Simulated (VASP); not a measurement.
# Al: single point with PBE

The system is Al.

```
CELL_PARAMETERS angstrom
0.00000 2.05434 1.96326
2.05434 0.00000 1.96326
2.05434 2.05434 0.00000
ATOMIC_POSITIONS crystal
Al 0.00000 0.00000 0.00000
```

This cell differs from its parent crystal: strain +0.015 along x and y, -0.030 along z.

```json
{
  "Program": "VASP 6.6.1",
  "Task": "single point",
  "Functional": "PBE",
  "Potentials or basis": "VASP PAW PBE potentials, release 64 (Al)",
  "Cutoff": "520 eV",
  "k mesh": "20 × 20 × 20",
  "Occupations": "gaussian, width 0.15 eV",
  "Spin": "no spin polarisation"
}
```

```json
{"Pressure": "-0.3 GPa", "Band gap on the k mesh": "zero (an odd number of electrons rules out a gap without spin polarisation)"}
```

Stress tensor (GPa, compression positive):
```
-0.98  0.00  0.00
 0.00 -0.98  0.00
 0.00  0.00  1.15
```

Levels at points of the mesh, in eV from the Fermi level:
```
           k point  band 1  band 2  band 3  band 4
(0.00, 0.00, 0.00)  -11.12   12.45   12.45   12.93
(0.50, 0.00, 0.00)   -4.58   -4.38   10.81   10.93
(0.50, 0.50, 0.00)   -2.47   -0.98    4.90    5.02
(0.50, 0.00, 0.50)   -3.14   -1.92    5.44    5.71
```

Run time: 78 s on 1 thread of Intel Xeon 8259CL (shared host), peak memory 0.19 GiB.

Caveat: the cell differs from its parent crystal (strain +0.015 along x and y, -0.030 along z).
